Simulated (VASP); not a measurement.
Set up this calculation in VASP 6.6.1, as the native input.

| Item | Value |
| --- | --- |
| Task | single point |
| Functional | PBE |
| Potentials or basis | VASP PAW PBE potentials, release 64 (Al, Ni) |
| Cutoff | 520 eV |
| k mesh | 9 × 9 × 9 |
| Occupations | fermi-dirac, width 0.1 eV |
| Spin | collinear spin, ferromagnetic start |
| Starting moments | [0.0, 1.0] μB |
| Dipole correction | no |
| Further INCAR settings | ALGO = Normal; EDIFF = 1e-06; NBANDS = 18 |

The structure of AlNi lies in POSCAR:

```
AlNi
1.0
    2.8810000000      0.0000000000      0.0000000000
    0.0000000000      2.8810000000      0.0000000000
    0.0000000000      0.0000000000      2.8810000000
Al Ni
1 1
Direct
    0.0000000000      0.0000000000      0.0000000000
    0.5000000000      0.5000000000      0.5000000000
```

These files were run (other wordings do the same):

INCAR

```
ALGO = Normal
EDIFF = 1E-6
ENCUT = 520
GGA = PE
ISIF = 2
ISMEAR = -1
ISPIN = 2
LASPH = T
LCHARG = F
LMAXMIX = 4
LORBIT = 11
LREAL = F
LWAVE = F
MAGMOM = 0 1
NBANDS = 18
NELM = 150
PREC = Accurate
SIGMA = 0.1
```

KPOINTS

```
k-points
0
Gamma
  9 9 9
```

Potentials or basis: VASP PAW PBE potentials, release 64 (Al, Ni).

Launch:

```console
$ cat potpaw_PBE.64/Al/POTCAR potpaw_PBE.64/Ni/POTCAR > POTCAR
$ mpirun -np 1 vasp_std > vasp.out
```

Results of the run:

```yaml
Pressure: 2.1 GPa
Net_moment: 0.00 μB per cell
Valence_electrons_inside_the_program's_atomic_spheres: Al 0.80; Ni 9.46
```

It took 10 s on 1 thread of Intel(R) Xeon(R) 6975P-C (Granite Rapids), on a shared host, peak memory 0.15 GiB.
